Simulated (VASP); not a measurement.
Wanted: the native input for a VASP 6.6.1 run.

```yaml
Task: relaxation of cell and atoms
Functional: PBE
Potentials_or_basis: VASP PAW PBE potentials, release 64 (K_sv)
Cutoff: 600 eV
k_mesh: 12 × 12 × 12
Occupations: gaussian, width 0.1 eV
Spin: no spin polarisation
Target_pressure: 2 GPa
Dipole_correction: no
Further_INCAR_settings: ALGO = Fast; EDIFF = 1e-06; IBRION = 2; EDIFFG = -0.008; NSW = 70; ISIF = 3
```

The structure of K lies in POSCAR:

```
K
1.0
   -2.6244630438      2.6244630438      2.6244630438
    2.6244630438     -2.6244630438      2.6244630438
    2.6244630438      2.6244630438     -2.6244630438
K
1
Direct
    0.0000000000      0.0000000000      0.0000000000
```

These files were run (other wordings do the same):

INCAR

```
SYSTEM = K
ALGO = Fast
EDIFF = 1E-6
EDIFFG = -0.008
ENCUT = 600
GGA = PE
IBRION = 2
ISIF = 3
ISMEAR = 0
LASPH = .True.
LCHARG = .False.
LREAL = .False.
LWAVE = .False.
NELM = 80
NSW = 70
PREC = Accurate
PSTRESS = 20.0
SIGMA = 0.1
```

KPOINTS

```
k-points
0
Gamma
  12 12 12
  0 0 0
```

Potentials or basis: VASP PAW PBE potentials, release 64 (K_sv).

Run with:

```bash
$ cat potpaw_PBE.64/K_sv/POTCAR > POTCAR
$ mpirun -np 1 vasp_std > vasp.out
```

Results of the run:

```
Relaxed volume                                             : 53.87 Å³/atom
Relaxed cell                                               : a = 4.121 Å, b = 4.121 Å, c = 4.121 Å, α = 109.47°, β = 109.47°, γ = 109.47°
Space group after relaxing (to 0.1 Å)                      : Im-3m (No. 229)
Energy change on relaxing (the run minimises the enthalpy) : +98.2 meV/atom
Ionic steps                                                : 4
Pressure after relaxing                                    : 2.0 GPa
Band gap on the k mesh                                     : zero (an odd number of electrons rules out a gap without spin polarisation)
```

Caveat: the cell is relaxed towards a set pressure, so the run minimises the enthalpy, not the energy; the volume moved by over 15 % at a fixed basis, so the end points are rough.

It took 3.8 min on 1 thread of Intel(R) Xeon(R) Platinum 8259CL CPU @ 2.50GHz (Skylake/Cascade Lake), with other jobs on the host, peak memory 0.24 GiB.
